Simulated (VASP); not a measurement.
Runs of VASP 6.6.1 on Pt. The structure is that of space group Fm-3m (No. 225), or close to it. The cells are those of the table. 

| task | cell | k mesh | cutoff (eV) | k mesh for the DOS | occupations for the DOS | gap on the mesh (eV) | pressure (GPa) |
| --- | --- | --- | --- | --- | --- | --- | --- |
| single point | a = 2.750 Å, angles 60.0°, 1 atom | 18 × 18 × 18 | 520 | - | - | none | 17.6 |
| relaxation of cell and atoms | relaxed from a = 2.805 Å, angles 60.0°, 1 atom | 18 × 18 × 18 | 600 | - | - | none | 0.0 |
| single point | a = 2.862 Å, angles 60.0°, 1 atom | 18 × 18 × 18 | 520 | - | - | none | -12.7 |
| single point | a = 2.773 Å, angles 60.0°, 1 atom | 8 × 8 × 8 | 500 | - | - | none | 8.9 |
| single point | a = 2.898 Å, angles 60.0°, 1 atom | 18 × 18 × 18 | 520 | - | - | none | (a) |

Alike in all rows: level PBE; potentials or basis VASP PAW PBE potentials, release 64 (Pt); no spin polarisation; smearing gaussian 0.1 eV.

Task: Estimate the missing entries.

Result: (a) -18.4.

Caveats: spin-orbit coupling is left out, which moves the levels of the heavy elements.

A k mesh can miss the band edges, and the runs leave out spin-orbit coupling on Pt.

A gap of «none» marks levels without a gap at the run's occupations.
